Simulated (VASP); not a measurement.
# Sc (Fm-3m) in VASP: notebook, part 2 of 2

VASP 6.6.1. Earlier steps stand in the parts before.

## Step 3: Single point, LDA, collinear spin

INCAR

```
SYSTEM = Sc
ALGO = Normal ; EDIFF = 1E-6
ENCUT = 520 ; ISIF = 2
ISMEAR = -1 ; ISPIN = 2
LASPH = .TRUE. ; LCHARG = .TRUE.
LELF = .TRUE. ; LMAXMIX = 4
LORBIT = 11 ; LREAL = .FALSE.
LVHAR = .TRUE. ; LWAVE = .FALSE.
MAGMOM = 0.4 ; NBANDS = 16
NELM = 150 ; NUPDOWN = 0.4
PREC = Accurate ; SIGMA = 0.03
```

KPOINTS

```
k-points
0
G
  13 13 13
  0 0 0
```

POSCAR

```
Sc
1.0
    0.0000000000      2.2600000000      2.2600000000
    2.2600000000      0.0000000000      2.2600000000
    2.2600000000      2.2600000000      0.0000000000
Sc
1
Direct
    0.0000000000      0.0000000000      0.0000000000
```

Potentials or basis: VASP PAW LDA potentials, release 64 (Sc_sv).

Started as:

```console
$ cat potpaw_LDA.64/Sc_sv/POTCAR > POTCAR
$ mpirun -np 1 vasp_std > vasp.out
```

OUTCAR:

```text
SYSTEM = Sc
   EDIFF = 1E-6
   ENCUT = 520
   ISIF = 2
   ISMEAR = -1
   ISPIN = 2
   LASPH = .TRUE.
   LORBIT = 11
   LREAL = .FALSE.
   NELM = 150
   NUPDOWN = 0.4
   PREC = Accurate

 ion  position               nearest neighbor table
   1  0.000  0.000  0.000-

  LATTYP: Found a face centered cubic cell.
 ALAT       =     4.5200000000

  Lattice vectors:

 A1 = (   0.0000000000,   2.2600000000,   2.2600000000)
 A2 = (   2.2600000000,   0.0000000000,   2.2600000000)
 A3 = (   2.2600000000,   2.2600000000,   0.0000000000)

Analysis of symmetry for initial positions (statically):
=====================================================================
 Subroutine PRICEL returns:
 Original cell was already a primitive cell.

 Routine SETGRP: Setting up the symmetry group for a
 face centered cubic supercell.

 Subroutine GETGRP returns: Found 48 space group operations
 (whereof 48 operations were pure point group operations)
 out of a pool of 48 trial point group operations.

The static configuration has the point symmetry O_h .

Analysis of symmetry for dynamics (positions and initial velocities):
=====================================================================
 Subroutine PRICEL returns:
 Original cell was already a primitive cell.

 Routine SETGRP: Setting up the symmetry group for a
 face centered cubic supercell.

 Subroutine GETGRP returns: Found 48 space group operations
 (whereof 48 operations were pure point group operations)
 out of a pool of 48 trial point group operations.

The dynamic configuration has the point symmetry O_h .

Analysis of structural, dynamic, and magnetic symmetry:
=====================================================================
 Subroutine PRICEL returns:
 Original cell was already a primitive cell.

 Routine SETGRP: Setting up the symmetry group for a
 face centered cubic supercell.
[... 132 lines left out ...]
   LEPSILON=     F    determine dielectric tensor
   LRPA    =     F    only Hartree local field effects (RPA)
 spin polarized calculation
  energy-cutoff  :      520.00
  volume of cell :       23.09
 maximum number of plane-waves:       632
   NGX = 11   NGY = 11   NGZ = 11

 number of electron      11.0000000 magnetization       0.4000000

 Free energy of the ion-electron system (eV)
  ---------------------------------------------------
  ext. energy  EPLUGINS =         0.00000000
  ---------------------------------------------------
  free energy    TOTEN  =        -6.66206924 eV

  energy without entropy =       -6.65617504  energy(sigma->0) =       -6.65912214

 E-fermi :   3.8309     XC(G=0): -10.4090

 val. band max:        4.0012074346   @ k =  -0.3077   0.2308   0.0000
 cond. band min:       3.8324621062   @ k =  -0.4615   0.3846   0.1538
 fundamental gap:     -0.1687453284
 Fermi energy:         4.0179469894

 spin component 1

 k-point     1 :       0.0000    0.0000    0.0000
  band No.  band energies     occupation
      1     -44.8335      1.00000
      2     -23.5415      1.00000
      3     -23.5415      1.00000
      4     -23.5415      1.00000
      5      -1.4826      1.00000
      6       5.4136      0.00000
[... 435 lines left out ...]
      5       2.0766      1.00000
      6       3.8207      0.99861
[... 8 lines left out ...]
     15      24.3040      0.00000
     16      24.4556      0.00000

 [... further k-points ...]

 spin component 2

 k-point     1 :       0.0000    0.0000    0.0000
  band No.  band energies     occupation
      1     -44.6669      1.00000
      2     -23.3724      1.00000
      3     -23.3724      1.00000
      4     -23.3724      1.00000
      5      -1.1981      1.00000
      6       5.6380      0.00000
[... 435 lines left out ...]
      5       2.3486      1.00000
      6       4.0731      0.00031
[... 8 lines left out ...]
     15      24.5656      0.00000
     16      24.7207      0.00000

 [... further k-points ...]

------------------------ aborting loop because EDIFF is reached ----------------------------------------

  FORCE on cell =-STRESS in cart. coord.  units (eV):
  Direction    XX          YY          ZZ          XY          YZ          ZX
  --------------------------------------------------------------------------------------
  -------------------------------------------------------------------------------------
  Total       -0.1829222     -0.1829222     -0.1829222      0.0000000      0.0000000     -0.0000000
  in kB      -12.6946802    -12.6946802    -12.6946802      0.0000000      0.0000000     -0.0000000
  external PRESSURE =     -12.6946802 kB  Pullay stress =       0.0000000 kB

 VOLUME and BASIS-vectors are now :
 -----------------------------------------------------------------------------
  energy-cutoff  :      520.00
  volume of cell :       23.09
      direct lattice vectors                 reciprocal lattice vectors
     0.000000000  2.260000000  2.260000000    -0.221238938  0.221238938  0.221238938
     2.260000000  0.000000000  2.260000000     0.221238938 -0.221238938  0.221238938
     2.260000000  2.260000000  0.000000000     0.221238938  0.221238938 -0.221238938

 POSITION                                       TOTAL-FORCE (eV/Angst)
 -----------------------------------------------------------------------------------
      0.00000      0.00000      0.00000         0.000000      0.000000      0.000000
 -----------------------------------------------------------------------------------
    total drift:                               -0.000000      0.000000     -0.000000

  FREE ENERGIE OF THE ION-ELECTRON SYSTEM (eV)
  ---------------------------------------------------
  free  energy   TOTEN  =        -6.6620692426 eV

  energy  without entropy=       -6.6561750392  energy(sigma->0) =       -6.65912214

 total charge

# of ion       s       p       d       tot
------------------------------------------
    1        2.294   6.102   1.090   9.486

 magnetization (x)

# of ion       s       p       d       tot
------------------------------------------
    1        0.002   0.033   0.204   0.239
```

OSZICAR:

```text
N       E                     dE             d eps       ncg     rms          rms(c)
DAV:   1     0.702568405817E+02    0.70257E+02   -0.47671E+03  5536   0.692E+02
DAV:   2    -0.601128549520E+01   -0.76268E+02   -0.73955E+02  5552   0.222E+02
DAV:   3    -0.727992150024E+01   -0.12686E+01   -0.12662E+01  7392   0.369E+01
DAV:   4    -0.729493201997E+01   -0.15011E-01   -0.15010E-01  6064   0.301E+00
DAV:   5    -0.729534301933E+01   -0.41100E-03   -0.41100E-03  8400   0.553E-01    0.582E+00
DAV:   6    -0.674203941910E+01    0.55330E+00   -0.46279E-01  6920   0.103E+01    0.183E+00
DAV:   7    -0.666667359606E+01    0.75366E-01   -0.95488E-02  8240   0.423E+00    0.804E-01
DAV:   8    -0.666383799187E+01    0.28356E-02   -0.48817E-03  6832   0.751E-01    0.363E-01
DAV:   9    -0.666203213987E+01    0.18059E-02   -0.17728E-03  5840   0.440E-01    0.126E-01
DAV:  10    -0.666206120908E+01   -0.29069E-04   -0.10305E-04  8232   0.115E-01    0.271E-02
DAV:  11    -0.666206766028E+01   -0.64512E-05   -0.85614E-06  7912   0.302E-02    0.121E-02
DAV:  12    -0.666206910308E+01   -0.14428E-05   -0.27293E-06  7024   0.137E-02    0.276E-03
DAV:  13    -0.666206924258E+01   -0.13951E-06   -0.12321E-07  3000   0.392E-03
   1 F= -.66620692E+01 E0= -.66591221E+01  d E =-.589420E-02  mag=     0.4000
```

stdout:

```text
POSCAR found type information on POSCAR Sc
 POSCAR found :  1 types and       1 ions
 scaLAPACK will be used
 LDA part: xc-table for (Slater(with rela. corr.)+CA(PZ))
 , standard interpolation
 POSCAR, INCAR and KPOINTS ok, starting setup
 FFT: planning ... GRIDC
 FFT: planning ... GRID_SOFT
 FFT: planning ... GRID
 WAVECAR not read
 entering main loop
```

It took 16 s on 1 thread of Intel Xeon 6975P-C (Granite Rapids), shared host; peak memory 0.16 GiB.

What came out:

```yaml
Free_energy: -6.6621 eV
Pressure: -1.3 GPa
Net_moment: 0.40 μB per cell
Site_moments: Sc +0.24 μB
Valence_electrons_inside_the_program's_atomic_spheres: Sc 9.49
```

Caveat: the total moment is fixed, so each spin has its own Fermi level.

## Step 4: Single point, LDA, collinear spin

INCAR

```
ALGO = Normal
EDIFF = 1E-6
ENCUT = 520
GGA = CA
ISIF = 2
ISMEAR = -1
ISPIN = 2
LASPH = True
LCHARG = False
LMAXMIX = 4
LORBIT = 11
LREAL = False
LWAVE = False
MAGMOM = 0.4
NBANDS = 16
NELM = 150
NUPDOWN = 0.4
PREC = Accurate
SIGMA = 0.03
```

KPOINTS

```
k-points
0
Gamma
  13 13 13
```

POSCAR is that of step 3.

Started as:

```console
$ cat potpaw_LDA.64/Sc_sv/POTCAR > POTCAR
$ mpirun -np 1 vasp_std > vasp.out
```

Wall time 15 s (1 thread of Intel Xeon 6975P-C (Granite Rapids), shared host); peak memory 0.16 GiB.

The run converged. Its results:

- Free energy: -6.6621 eV
- Pressure: -1.3 GPa
- Net moment: 0.40 μB per cell
- Site moments: Sc +0.24 μB
- Valence electrons inside the program's atomic spheres: Sc 9.49

Caveat: the total moment is fixed, so each spin has its own Fermi level.

## Step 5: Single point, LDA, collinear spin

INCAR

```
SYSTEM = Sc
ALGO = Normal
EDIFF = 1E-6
ENCUT = 520
ISIF = 2
ISMEAR = -1
ISPIN = 2
LASPH = .True.
LCHARG = .True.
LELF = .True.
LMAXMIX = 4
LORBIT = 11
LREAL = .False.
LVHAR = .True.
LWAVE = .False.
MAGMOM = 0.6
NBANDS = 16
NELM = 150
NUPDOWN = 0.6
PREC = Accurate
SIGMA = 0.03
```

KPOINTS

```
k-points
0
Gamma
  13 13 13
  0 0 0
```

POSCAR is that of step 4.

Potentials or basis: VASP PAW LDA potentials, release 64 (Sc_sv).

Started as:

```console
$ cat potpaw_LDA.64/Sc_sv/POTCAR > POTCAR
$ mpirun -np 1 vasp_std > vasp.out
```

OUTCAR:

```text
SYSTEM = Sc
   EDIFF = 1E-6
   ENCUT = 520
   ISIF = 2
   ISMEAR = -1
   ISPIN = 2
   LASPH = .True.
   LORBIT = 11
   LREAL = .False.
   NELM = 150
   NUPDOWN = 0.6
   PREC = Accurate

 ion  position               nearest neighbor table
   1  0.000  0.000  0.000-

  LATTYP: Found a face centered cubic cell.
 ALAT       =     4.5200000000

  Lattice vectors:

[... 1119 lines left out ...]
  Direction    XX          YY          ZZ          XY          YZ          ZX
  --------------------------------------------------------------------------------------
  -------------------------------------------------------------------------------------
  Total       -0.0958411     -0.0958411     -0.0958411      0.0000000      0.0000000     -0.0000000
  in kB       -6.6513055     -6.6513055     -6.6513055      0.0000000      0.0000000     -0.0000000
  external PRESSURE =      -6.6513055 kB  Pullay stress =       0.0000000 kB

 VOLUME and BASIS-vectors are now :
 -----------------------------------------------------------------------------
  energy-cutoff  :      520.00
  volume of cell :       23.09
      direct lattice vectors                 reciprocal lattice vectors
     0.000000000  2.260000000  2.260000000    -0.221238938  0.221238938  0.221238938
     2.260000000  0.000000000  2.260000000     0.221238938 -0.221238938  0.221238938
     2.260000000  2.260000000  0.000000000     0.221238938  0.221238938 -0.221238938

 POSITION                                       TOTAL-FORCE (eV/Angst)
 -----------------------------------------------------------------------------------
      0.00000      0.00000      0.00000         0.000000     -0.000000      0.000000
 -----------------------------------------------------------------------------------
    total drift:                                0.000000      0.000000      0.000000

  FREE ENERGIE OF THE ION-ELECTRON SYSTEM (eV)
  ---------------------------------------------------
  free  energy   TOTEN  =        -6.6381580476 eV

  energy  without entropy=       -6.6331406887  energy(sigma->0) =       -6.63564937

 total charge

# of ion       s       p       d       tot
------------------------------------------
    1        2.293   6.107   1.083   9.483

 magnetization (x)

# of ion       s       p       d       tot
------------------------------------------
    1        0.003   0.050   0.304   0.357
```

Run time: 16 s. Hardware: 1 thread of Intel Xeon 6975P-C (Granite Rapids), shared host; peak memory 0.16 GiB.

What came out:

```yaml
Free_energy: -6.6382 eV
Pressure: -0.7 GPa
Net_moment: 0.60 μB per cell
Site_moments: Sc +0.36 μB
Valence_electrons_inside_the_program's_atomic_spheres: Sc 9.48
```

Caveat: the total moment is fixed, so each spin has its own Fermi level.

## Step 6: Single point, LDA, collinear spin

INCAR

```
  PREC = Accurate
  ENCUT = 520
  EDIFF = 1E-6
  ISMEAR = -1
  SIGMA = 0.03
  LREAL = False
  LASPH = True
  NELM = 150
  ALGO = Normal
  ISIF = 2
  LWAVE = False
  LCHARG = False
  ISPIN = 2
  MAGMOM = 0.9
  LORBIT = 11
  NUPDOWN = 0.9
  LMAXMIX = 4
  NBANDS = 16
```

KPOINTS

```
Automatic mesh
0
Gamma
  13 13 13
```

POSCAR is that of step 5.

Potentials or basis: VASP PAW LDA potentials, release 64 (Sc_sv).

Started as:

```console
$ cat potpaw_LDA.64/Sc_sv/POTCAR > POTCAR
$ mpirun -np 1 vasp_std > vasp.out
```

OUTCAR:

```text
PREC = Accurate
   ENCUT = 520
   EDIFF = 1E-6
   ISMEAR = -1
   LREAL = False
   LASPH = True
   NELM = 150
   ISIF = 2
   ISPIN = 2
   LORBIT = 11
   NUPDOWN = 0.9

 ion  position               nearest neighbor table
   1  0.000  0.000  0.000-

  LATTYP: Found a face centered cubic cell.
 ALAT       =     4.5200000000

  Lattice vectors:

 A1 = (   0.0000000000,   2.2600000000,   2.2600000000)
 A2 = (   2.2600000000,   0.0000000000,   2.2600000000)
 A3 = (   2.2600000000,   2.2600000000,   0.0000000000)

Analysis of symmetry for initial positions (statically):
=====================================================================
 Subroutine PRICEL returns:
 Original cell was already a primitive cell.

 Routine SETGRP: Setting up the symmetry group for a
 face centered cubic supercell.

 Subroutine GETGRP returns: Found 48 space group operations
 (whereof 48 operations were pure point group operations)
 out of a pool of 48 trial point group operations.

The static configuration has the point symmetry O_h .

Analysis of symmetry for dynamics (positions and initial velocities):
=====================================================================
 Subroutine PRICEL returns:
 Original cell was already a primitive cell.

 Routine SETGRP: Setting up the symmetry group for a
 face centered cubic supercell.

 Subroutine GETGRP returns: Found 48 space group operations
 (whereof 48 operations were pure point group operations)
 out of a pool of 48 trial point group operations.

The dynamic configuration has the point symmetry O_h .

Analysis of structural, dynamic, and magnetic symmetry:
=====================================================================
 Subroutine PRICEL returns:
 Original cell was already a primitive cell.

 Routine SETGRP: Setting up the symmetry group for a
 face centered cubic supercell.

 Subroutine GETGRP returns: Found 48 space group operations
 (whereof 48 operations were pure point group operations)
 out of a pool of 48 trial point group operations.

The overall configuration has the point symmetry O_h .

[... 132 lines left out ...]

 number of electron      11.0000000 magnetization       0.9000000

 Free energy of the ion-electron system (eV)
  ---------------------------------------------------
  ext. energy  EPLUGINS =         0.00000000
  ---------------------------------------------------
  free energy    TOTEN  =        -6.58270903 eV

  energy without entropy =       -6.57886401  energy(sigma->0) =       -6.58078652

 E-fermi :   3.6837     XC(G=0): -10.3967

 val. band max:        4.1304133432   @ k =  -0.3077   0.3077   0.0769
 cond. band min:       3.6890861884   @ k =  -0.3846   0.4615   0.0769
 fundamental gap:     -0.4413271548
 Fermi energy:         4.1459270345

 spin component 1

 k-point     1 :       0.0000    0.0000    0.0000
  band No.  band energies     occupation
      1     -44.9447      1.00000
      2     -23.6541      1.00000
      3     -23.6541      1.00000
      4     -23.6541      1.00000
      5      -1.6412      1.00000
      6       5.2661      0.00000
[... 435 lines left out ...]
      5       1.9167      1.00000
      6       3.6748      1.00000
[... 8 lines left out ...]
     15      24.1579      0.00000
     16      24.3064      0.00000

 [... further k-points ...]

 spin component 2

 k-point     1 :       0.0000    0.0000    0.0000
  band No.  band energies     occupation
      1     -44.5605      1.00000
      2     -23.2639      1.00000
      3     -23.2639      1.00000
      4     -23.2639      1.00000
      5      -1.0081      1.00000
      6       5.7927      0.00000
[... 435 lines left out ...]
      5       2.5342      1.00000
      6       4.2381      0.00000
[... 8 lines left out ...]
     15      24.7363      0.00000
     16      24.8946      0.00000

 [... further k-points ...]

------------------------ aborting loop because EDIFF is reached ----------------------------------------

  FORCE on cell =-STRESS in cart. coord.  units (eV):
  Direction    XX          YY          ZZ          XY          YZ          ZX
  --------------------------------------------------------------------------------------
  -------------------------------------------------------------------------------------
  Total        0.0417875      0.0417875      0.0417875     -0.0000000     -0.0000000     -0.0000000
  in kB        2.9000245      2.9000245      2.9000245     -0.0000000     -0.0000000     -0.0000000
  external PRESSURE =       2.9000245 kB  Pullay stress =       0.0000000 kB

 VOLUME and BASIS-vectors are now :
 -----------------------------------------------------------------------------
  energy-cutoff  :      520.00
  volume of cell :       23.09
      direct lattice vectors                 reciprocal lattice vectors
     0.000000000  2.260000000  2.260000000    -0.221238938  0.221238938  0.221238938
     2.260000000  0.000000000  2.260000000     0.221238938 -0.221238938  0.221238938
     2.260000000  2.260000000  0.000000000     0.221238938  0.221238938 -0.221238938

 POSITION                                       TOTAL-FORCE (eV/Angst)
 -----------------------------------------------------------------------------------
      0.00000      0.00000      0.00000        -0.000000     -0.000000      0.000000
 -----------------------------------------------------------------------------------
    total drift:                                0.000000      0.000000      0.000000

  FREE ENERGIE OF THE ION-ELECTRON SYSTEM (eV)
  ---------------------------------------------------
  free  energy   TOTEN  =        -6.5827090286 eV

  energy  without entropy=       -6.5788640123  energy(sigma->0) =       -6.58078652

 total charge

# of ion       s       p       d       tot
------------------------------------------
    1        2.291   6.113   1.078   9.482

 magnetization (x)

# of ion       s       p       d       tot
------------------------------------------
    1        0.006   0.069   0.474   0.549
```

OSZICAR:

```text
N       E                     dE             d eps       ncg     rms          rms(c)
DAV:   1     0.708960878551E+02    0.70896E+02   -0.47682E+03  5536   0.692E+02
DAV:   2    -0.581570775019E+01   -0.76712E+02   -0.74302E+02  5552   0.223E+02
DAV:   3    -0.710042589676E+01   -0.12847E+01   -0.12807E+01  7408   0.371E+01
DAV:   4    -0.711514352696E+01   -0.14718E-01   -0.14717E-01  6080   0.297E+00
DAV:   5    -0.711554338962E+01   -0.39986E-03   -0.39986E-03  8368   0.544E-01    0.637E+00
DAV:   6    -0.665399618515E+01    0.46155E+00   -0.51206E-01  7024   0.957E+00    0.240E+00
DAV:   7    -0.658511776723E+01    0.68878E-01   -0.10985E-01  8088   0.440E+00    0.129E+00
DAV:   8    -0.658540939645E+01   -0.29163E-03   -0.49574E-03  8048   0.745E-01    0.382E-01
DAV:   9    -0.658248226606E+01    0.29271E-02   -0.22984E-03  5792   0.511E-01    0.228E-01
DAV:  10    -0.658269445689E+01   -0.21219E-03   -0.16591E-04  8208   0.140E-01    0.242E-02
DAV:  11    -0.658270553652E+01   -0.11080E-04   -0.10749E-05  7168   0.246E-02    0.104E-02
DAV:  12    -0.658270888656E+01   -0.33500E-05   -0.14935E-06  5736   0.947E-03    0.360E-03
DAV:  13    -0.658270902857E+01   -0.14200E-06   -0.86468E-08  3024   0.382E-03
   1 F= -.65827090E+01 E0= -.65807865E+01  d E =-.384502E-02  mag=     0.9000
```

stdout:

```text
POSCAR found type information on POSCAR Sc
 POSCAR found :  1 types and       1 ions
 scaLAPACK will be used
 LDA part: xc-table for (Slater(with rela. corr.)+CA(PZ))
 , standard interpolation
 POSCAR, INCAR and KPOINTS ok, starting setup
 FFT: planning ... GRIDC
 FFT: planning ... GRID_SOFT
 FFT: planning ... GRID
 WAVECAR not read
 entering main loop
```

Run time: 15 s. Hardware: 1 thread of Intel Xeon 6975P-C (Granite Rapids), shared host; peak memory 0.16 GiB.

What came out:

- Free energy: -6.5827 eV
- Pressure: 0.3 GPa
- Net moment: 0.90 μB per cell
- Site moments: Sc +0.55 μB
- Valence electrons inside the program's atomic spheres: Sc 9.48

Caveat: the total moment is fixed, so each spin has its own Fermi level.

## Step 7: Summary

```tsv
fixed moment (μB)	pressure (GPa)	moment (μB)
0.2	-1.5	0.20
0.4	-1.3	0.40
0.6	-0.7	0.60
0.9	0.3	0.90
```

Alike in all rows: task single point; level LDA; potentials or basis VASP PAW LDA potentials, release 64 (Sc_sv); spin collinear; cell as given; k mesh 13 × 13 × 13; cutoff (eV) 520; smearing fermi-dirac 0.03 eV.

Caveats: the total moment is fixed, so each spin has its own Fermi level.

Total energies depend on the potentials used, so only differences within one code and one set of settings carry meaning.
